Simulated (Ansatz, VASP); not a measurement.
**MoS2: VASP beside Ansatz**

INCAR

```
SYSTEM = MoS2
  PREC = Accurate
  ENCUT = 520
  EDIFF = 1E-8
  ISMEAR = -1
  SIGMA = 0.03
  LREAL = .False.
  LASPH = .True.
  NELM = 100
  ALGO = Normal
  ISIF = 2
  LWAVE = .False.
  LCHARG = .False.
  LEFG = .True.
  NBANDS = 35
```

KPOINTS

```
Automatic mesh
0
Gamma
  10 10 3
  0 0 0
```

Contents of POSCAR:

```
MoS2
1.0
    3.0661715536      0.0000000000      0.0000000000
   -1.5330857768      2.6553824578      0.0000000000
    0.0000000000      0.0000000000     12.2950000000
Mo S
2 4
Direct
    0.3333333333      0.6666666667      0.2500000000
    0.6666666667      0.3333333333      0.7500000000
    0.3333333333      0.6666666667      0.6275000000
    0.6666666667      0.3333333333      0.1275000000
    0.3333333333      0.6666666667      0.8725000000
    0.6666666667      0.3333333333      0.3725000000
```

Input for Ansatz:

```yaml
crystal:
  lattice:
    - [3.0661715536, 0.0, 0.0]
    - [-1.5330857768, 2.6553824578, 0.0]
    - [0.0, 0.0, 12.295]
  atoms:
    - { symbol: Mo, position: [0.3333333333, 0.6666666667, 0.25] }
    - { symbol: Mo, position: [0.6666666667, 0.3333333333, 0.75] }
    - { symbol: S, position: [0.3333333333, 0.6666666667, 0.6275] }
    - { symbol: S, position: [0.6666666667, 0.3333333333, 0.1275] }
    - { symbol: S, position: [0.3333333333, 0.6666666667, 0.8725] }
    - { symbol: S, position: [0.6666666667, 0.3333333333, 0.3725] }
kpoints:
  mp_grid: { grid: [10, 10, 3] }
scf:
  occupations: { method: fermi_dirac, width: 0.03 }
hamiltonian:
  xc: lda
  pseudopotentials: { kind: all_electron, datasets: crystal }
output:
  forces: true
  stress: true
  eigenvalues: true
  efg: { contact_densities: true }
```

Change from the starting cell: equal xx and yy strain of -3 %, crystal datasets.

Alike in both runs: task electric field gradients; functional LDA; k mesh 10 × 10 × 3; occupations fermi-dirac, width 0.03 eV; no spin polarisation.

|  | VASP | Ansatz |
| --- | --- | --- |
| version | VASP 6.6.1 | Ansatz 0.2.0 |
| potentials or method | VASP PAW LDA potentials, release 64 (Mo_sv, S), cutoff 520 eV | all-electron PAW with datasets made for the crystal, scalar-relativistic |

```tsv
	VASP	Ansatz	Ansatz less VASP
pressure (GPa)	12.1	12.1	-0.04
traceless stress, the component that is largest in VASP (GPa)	1.72	1.78	+0.060
rms of the force components (eV/Å)	0.728	0.726	-0.0025
size of Vzz on the site where it differs most (V/Å²)	93.8	89.1	-4.62
```

LDA's correlation is that of Perdew and Zunger in VASP and of Perdew and Wang (1992) in Ansatz. Atom by atom the forces differ by 0.002 eV/Å (rms over components). Ansatz ran all-electron here, and VASP with PAW potentials.
